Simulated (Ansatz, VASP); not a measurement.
## Ga: VASP beside Ansatz

INCAR

```
PREC = Accurate
ENCUT = 520
EDIFF = 1E-6
ISMEAR = -1
SIGMA = 0.1
LREAL = False
LASPH = True
NELM = 80
ALGO = Normal
ISIF = 2
LWAVE = False
LCHARG = True
GGA = RP
LELF = True
LVHAR = True
NBANDS = 20
```

The input KPOINTS:

```
regular mesh
0
Gamma
  13 13 8
```

Contents of POSCAR:

```
Ga
1.0
    2.9454029767      0.0000000000      0.0000000000
   -1.4727014884      2.5507938022      0.0000000000
    0.0000000000      0.0000000000      4.6457272777
Ga
2
Direct
    0.3333333333      0.6666666667      0.2500000000
    0.6666666667      0.3333333333      0.7500000000
```

Input for Ansatz:

```yaml
crystal:
  lattice:
    - [2.9454029767, 0.0, 0.0]
    - [-1.4727014884, 2.5507938022, 0.0]
    - [0.0, 0.0, 4.6457272777]
  atoms:
    - { symbol: Ga, position: [0.3333333333, 0.6666666667, 0.25] }
    - { symbol: Ga, position: [0.6666666667, 0.3333333333, 0.75] }
hamiltonian:
  xc: rpbe
  pseudopotentials:
    kind: paw
    azcp:
      Ga: "pseudopotentials/Ga.paw.azcp"
basis:
  ecutwfc: 420
  fft_grid_basis: typed
kpoints:
  mp_grid: { grid: [13, 13, 8], shift: [0, 0, 0] }
magnetization:
  spin_polarized: false
scf:
  occupations: { method: fermi_dirac, width: 0.1 }
  lower_state_search: "off"
output:
  stress: true
  write_density: true
  write_potential: true
  elf: true
  volumetric_format: npy
```

Alike in both runs: task single point; functional RPBE; k mesh 13 × 13 × 8; occupations fermi-dirac, width 0.1 eV; no spin polarisation.

```csv
,VASP,Ansatz
version,VASP 6.6.1,Ansatz 0.2.0
potentials or method,"VASP PAW PBE potentials, release 64 (Ga_d), cutoff 520 eV","plane waves (420 eV) with PAW, scalar-relativistic"
valence electrons in the cell,26,26
```

|  | VASP | Ansatz | Ansatz less VASP |
| --- | --- | --- | --- |
| pressure (GPa) | 7.6 | 7.4 | -0.17 |
| traceless stress, the component that is largest in VASP (GPa) | 0.13 | 0.12 | -0.016 |

VASP's potentials were made for PBE, not for RPBE.
